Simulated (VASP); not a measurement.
Crystal: AlN.

```xyz
4
Lattice="2.8329 0.0000 0.0000 -1.4164 2.4533 0.0000 0.0000 0.0000 4.8410" Properties=species:S:1:pos:R:3 pbc="T T T"
Al    0.0000    0.0000    0.0000
Al    0.0000    0.0000    2.4205
N     0.0000    1.6355    1.2103
N     1.4164    0.8178    3.6308
```

Base run:

```yaml
Program: VASP 6.6.1
Functional: PBE
Potentials_or_basis: VASP PAW PBE potentials, release 64 (Al, N)
Cutoff: 520 eV
k_mesh: 9 × 9 × 4
Occupations: gaussian, width 0.01 eV
Spin: no spin polarisation
```

Its results: band gap on the k mesh 5.09 eV, indirect (least direct gap 5.18 eV); pressure 6.0 GPa.

Task: After a change of settings the same cell gave: band gap on the k mesh 4.91 eV, indirect (least direct gap 5.18 eV); pressure 6.0 GPa. Which change was it?
A. k mesh from 9 × 9 × 4 to 12 × 12 × 6
B. functional from PBE to r2SCAN; k mesh from 9 × 9 × 4 to 12 × 12 × 6
C. functional from PBE to PBEsol; k mesh from 9 × 9 × 4 to 6 × 6 × 4

Result: A.
